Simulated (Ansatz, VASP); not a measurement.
Pb in VASP and in Ansatz

```
Pb
1.0
     0.00000    2.66738    2.56859
     2.66738    0.00000    2.56859
     2.66738    2.66738    0.00000
Pb
1
Direct
  0.00000 0.00000 0.00000
```

Change from the starting cell: strain +0.080 along x and y, +0.040 along z, atoms carried along.

Alike in both runs: task single point; functional PBE; k mesh 16 × 16 × 16; occupations gaussian, width 0.15 eV; no spin polarisation.

|  | VASP | Ansatz |
| --- | --- | --- |
| version | VASP 6.6.1 | Ansatz 0.2.0 |
| potentials or method | VASP PAW PBE potentials, release 64 (Pb_d), cutoff 520 eV | scalar-relativistic, plane waves, PAW |
| valence electrons in the cell | 14 | 14 |

|  | VASP | Ansatz | Ansatz less VASP |
| --- | --- | --- | --- |
| gap on the k mesh at the Fermi level (eV) | none | none | - |
| pressure (GPa) | -3.9 | -3.8 | +0.05 |
| traceless stress, the component that is largest in VASP (GPa) | 0.23 | 0.23 | 0.000 |

A gap of «none» marks a metal or a gap that the smearing closes.

Spin-orbit coupling is off throughout.
